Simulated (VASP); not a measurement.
# Hf in VASP: further runs, part 2 of 2

VASP 6.6.1.

**4. Single point, PBEsol (equal xx and yy strain of -1 %)**

INCAR reads:

```
PREC = Accurate
ENCUT = 520
EDIFF = 1E-7
ISMEAR = -1
SIGMA = 0.08
LREAL = F
LASPH = T
NELM = 80
ALGO = Normal
ISIF = 2
LWAVE = F
LCHARG = F
GGA = PS
NBANDS = 11
```

KPOINTS reads:

```
Automatic mesh
0
Gamma
  16 16 16
```

POSCAR reads:

```
Hf
1.0
   -1.7869500000      1.7869500000      1.8050000000
    1.7869500000     -1.7869500000      1.8050000000
    1.7869500000      1.7869500000     -1.8050000000
Hf
1
Direct
    0.0000000000      0.0000000000      0.0000000000
```

Potentials or basis: VASP PAW PBE potentials, release 64 (Hf_pv).

Run with:

```sh
$ cat potpaw_PBE.64/Hf_pv/POTCAR > POTCAR
$ mpirun -np 1 vasp_std > vasp.out
```

OUTCAR:

```text
PREC = Accurate
   ENCUT = 520
   EDIFF = 1E-7
   ISMEAR = -1
   LREAL = F
   LASPH = T
   NELM = 80
   ISIF = 2
   GGA = PS

 ion  position               nearest neighbor table
   1  0.000  0.000  0.000-

  LATTYP: Found a body centered tetragonal cell.
 ALAT       =     3.5739000000
 C/A-ratio  =     1.0101010101

  Lattice vectors:

 A1 = (  -1.7869500000,   1.7869500000,   1.8050000000)
 A2 = (   1.7869500000,  -1.7869500000,   1.8050000000)
 A3 = (   1.7869500000,   1.7869500000,  -1.8050000000)

Analysis of symmetry for initial positions (statically):
=====================================================================
 Subroutine PRICEL returns:
 Original cell was already a primitive cell.

 Routine SETGRP: Setting up the symmetry group for a
 body centered tetragonal supercell.

 Subroutine GETGRP returns: Found 16 space group operations
 (whereof 16 operations were pure point group operations)
 out of a pool of 16 trial point group operations.

The static configuration has the point symmetry D_4h.

[... 163 lines left out ...]

 k-point     1 :       0.0000    0.0000    0.0000
  band No.  band energies     occupation
      1     -25.6820      2.00000
      2     -25.6815      2.00000
      3     -25.6815      2.00000
      4      -2.7269      2.00000
      5       5.6680      0.00000
      6       5.6680      0.00000
      7       5.7743      0.00000
      8       8.3354      0.00000
      9       8.4825      0.00000
     10      17.2928      0.00000
     11      17.3502      0.00000
[... 309 lines left out ...]
 k-point    24 :      -0.0625    0.0625    0.0000
  band No.  band energies     occupation
      1     -25.7117      2.00000
      2     -25.6917      2.00000
      3     -25.6818      2.00000
      4      -2.5859      2.00000
      5       5.5673      0.00000
      6       5.7341      0.00000
      7       5.8058      0.00000
      8       8.3219      0.00000
      9       8.3377      0.00000
     10      17.3500      0.00000
     11      17.5555      0.00000

 [... further k-points ...]

------------------------ aborting loop because EDIFF is reached ----------------------------------------

  FORCE on cell =-STRESS in cart. coord.  units (eV):
  Direction    XX          YY          ZZ          XY          YZ          ZX
  --------------------------------------------------------------------------------------
  -------------------------------------------------------------------------------------
  Total       -1.1204527     -1.1204527     -1.0615888      0.0000000      0.0000000     -0.0000000
  in kB      -77.8649684    -77.8649684    -73.7742663      0.0000000      0.0000000     -0.0000000
  external PRESSURE =     -76.5014010 kB  Pullay stress =       0.0000000 kB

 VOLUME and BASIS-vectors are now :
 -----------------------------------------------------------------------------
  energy-cutoff  :      520.00
  volume of cell :       23.05
      direct lattice vectors                 reciprocal lattice vectors
    -1.786950000  1.786950000  1.805000000     0.000000000  0.279806374  0.277008310
     1.786950000 -1.786950000  1.805000000     0.279806374  0.000000000  0.277008310
     1.786950000  1.786950000 -1.805000000     0.279806374  0.279806374  0.000000000

 POSITION                                       TOTAL-FORCE (eV/Angst)
 -----------------------------------------------------------------------------------
      0.00000      0.00000      0.00000        -0.000000      0.000000      0.000000
 -----------------------------------------------------------------------------------
    total drift:                                0.000000      0.000000     -0.000000

  FREE ENERGIE OF THE ION-ELECTRON SYSTEM (eV)
  ---------------------------------------------------
  free  energy   TOTEN  =       -10.3078915340 eV

  energy  without entropy=      -10.2654391038  energy(sigma->0) =      -10.28666532
```

OSZICAR:

```text
N       E                     dE             d eps       ncg     rms          rms(c)
DAV:   1     0.120586890084E+02    0.12059E+02   -0.57101E+03  7742   0.836E+02
DAV:   2    -0.102464263171E+02   -0.22305E+02   -0.21616E+02  9641   0.154E+02
DAV:   3    -0.107067357513E+02   -0.46031E+00   -0.45411E+00  9686   0.150E+01
DAV:   4    -0.107086250100E+02   -0.18893E-02   -0.18888E-02  8697   0.114E+00
DAV:   5    -0.107086365674E+02   -0.11557E-04   -0.11557E-04  9609   0.791E-02    0.446E+01
DAV:   6    -0.104070059207E+02    0.30163E+00   -0.25478E-01  8599   0.359E+00    0.256E+01
DAV:   7    -0.103118781415E+02    0.95128E-01   -0.32996E-01  8785   0.396E+00    0.112E+00
DAV:   8    -0.103078764801E+02    0.40017E-02   -0.22525E-02  8590   0.105E+00    0.701E-02
DAV:   9    -0.103078886787E+02   -0.12199E-04   -0.26512E-04  9884   0.148E-01    0.484E-02
DAV:  10    -0.103078917133E+02   -0.30346E-05   -0.14539E-05  9196   0.289E-02    0.294E-02
DAV:  11    -0.103078915470E+02    0.16634E-06   -0.21508E-06  9215   0.109E-02    0.167E-03
DAV:  12    -0.103078915340E+02    0.12960E-07   -0.28434E-08  5572   0.164E-03
   1 F= -.10307892E+02 E0= -.10286665E+02  d E =-.424524E-01
```

Wall time 26 s (1 thread of Intel Xeon Platinum 8559C (Emerald Rapids), shared host); peak memory 0.2 GiB.

Results:

* Free energy: -10.3079 eV
* Pressure: -7.7 GPa
* Band gap on the k mesh: zero (band 5 reaches 5.67 eV, above the bottom of band 6 at 3.49 eV)

Stress tensor (GPa, compression positive):
```
-7.79  0.00  0.00
 0.00 -7.79  0.00
 0.00  0.00 -7.38
```

Levels at points of the mesh, in eV from the Fermi level:
```csv
k point,band 3,band 4,band 5,band 6,band 7,band 8
"(0.00, 0.00, 0.00)",-29.90,-6.94,1.45,1.45,1.56,4.12
"(0.50, 0.00, 0.00)",-29.90,-3.30,-0.42,0.96,3.94,4.96
"(0.50, 0.50, 0.00)",-29.91,-3.28,-0.53,1.02,4.09,5.02
"(0.50, 0.50, 0.50)",-30.42,-2.45,-2.43,6.53,6.57,6.57
```

Caveat: the cell differs from its parent crystal (equal xx and yy strain of -1 %); the PAW data sets were made with another functional, which shifts forces and pressure a little; spin-orbit coupling is left out, which moves the levels of the heavy elements.

**5. Single point, PBEsol (equal xx and yy strain of +1 %)**

INCAR reads:

```
PREC = Accurate ; ENCUT = 520
EDIFF = 1E-6 ; ISMEAR = -1
SIGMA = 0.08 ; LREAL = False
LASPH = True ; NELM = 80
ALGO = Normal ; ISIF = 2
LWAVE = False ; LCHARG = False
GGA = PS ; NBANDS = 11
```

KPOINTS is that of step 4.

POSCAR reads:

```
Hf
1.0
   -1.8230500000      1.8230500000      1.8050000000
    1.8230500000     -1.8230500000      1.8050000000
    1.8230500000      1.8230500000     -1.8050000000
Hf
1
Direct
    0.0000000000      0.0000000000      0.0000000000
```

Run with:

```sh
$ cat potpaw_PBE.64/Hf_pv/POTCAR > POTCAR
$ mpirun -np 1 vasp_std > vasp.out
```

It took 25 s on 1 thread of Intel Xeon Platinum 8559C (Emerald Rapids), shared host; peak memory 0.21 GiB.

It converged, with:

- Free energy: -10.2540 eV
- Pressure: -10.6 GPa
- Band gap on the k mesh: zero (band 5 reaches 5.38 eV, above the bottom of band 6 at 3.26 eV)

Stress tensor (GPa, compression positive):
```
-10.48   0.00   0.00
  0.00 -10.48   0.00
  0.00   0.00 -10.98
```

Levels at points of the mesh, in eV from the Fermi level:
```tsv
k point	band 3	band 4	band 5	band 6	band 7	band 8
(0.00, 0.00, 0.00)	-30.06	-6.82	1.38	1.48	1.48	3.97
(0.50, 0.00, 0.00)	-30.06	-3.17	-0.44	0.87	3.86	4.79
(0.50, 0.50, 0.00)	-30.06	-3.19	-0.33	0.81	3.74	4.72
(0.50, 0.50, 0.50)	-30.51	-2.30	-2.27	6.24	6.24	6.28
```

Caveat: the cell differs from its parent crystal (equal xx and yy strain of +1 %); the PAW data sets were made with another functional, which shifts forces and pressure a little; spin-orbit coupling is left out, which moves the levels of the heavy elements.

**6. Summary**

```csv
cell,gap on the mesh (eV),pressure (GPa)
"a = 3.188 Å, angles 109.5°, 1 atom",none,-13.1
"a = 3.085 Å, angles 110.0, 110.0, 108.4°, 1 atom",none,-5.9
"a = 3.106 Å, angles 109.7, 109.7, 108.9°, 1 atom",none,-7.7
"a = 3.147 Å, angles 109.2, 109.2, 110.0°, 1 atom",none,-10.6
```

Alike in all rows: task single point; level PBEsol; potentials or basis VASP PAW PBE potentials, release 64 (Hf_pv); no spin polarisation; k mesh 16 × 16 × 16; cutoff (eV) 520; smearing fermi-dirac 0.08 eV.

Caveats: the PAW data sets were made with another functional, which shifts forces and pressure a little; spin-orbit coupling is left out, which moves the levels of the heavy elements.

Total energies depend on the potentials used, so only differences within one code and one set of settings carry meaning.
